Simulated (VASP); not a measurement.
Ta:

```
CELL_PARAMETERS angstrom
0.00000 2.08000 2.08000
2.08000 0.00000 2.08000
2.08000 2.08000 0.00000
ATOMIC_POSITIONS crystal
Ta 0.00000 0.00000 0.00000
```

This isn't the form of Ta at room conditions, which is bcc.

- Program: VASP 6.6.1
- Task: relaxation of cell and atoms
- Functional: PBEsol
- Potentials or basis: VASP PAW PBE potentials, release 64 (Ta_pv)
- Cutoff: 500 eV
- k mesh: 9 × 9 × 9
- Occupations: fermi-dirac, width 0.05 eV
- Spin: no spin polarisation

At the start: pressure 3.0 GPa; volume 18.00 Å³/atom.

**Question.** Where does the relaxation end?

**Answer.** Over 3 steps the energy falls by 2.3 meV/atom and the volume is 18.25 Å³/atom (+1.4 %); space group Fm-3m (No. 225, to 0.1 Å) before and after.

Step by step:
| step | energy change (eV) | largest force (eV/Å) | pressure (GPa) | volume (Å³) |
| --- | --- | --- | --- | --- |
| 1 | 0.0000 | 0.0000 | 2.97 | 18.00 |
| 2 | 0.0116 | 0.0000 | -6.80 | 18.88 |
| 3 | -0.0023 | 0.0000 | -0.03 | 18.25 |

Final structure:
```xyz
1
Lattice="0.0000 2.0896 2.0896 2.0896 0.0000 2.0896 2.0896 2.0896 0.0000" Properties=species:S:1:pos:R:3 pbc="T T T"
Ta    0.0000    0.0000    0.0000
```

Caveat: the PAW data sets were made with another functional, which shifts forces and pressure a little.
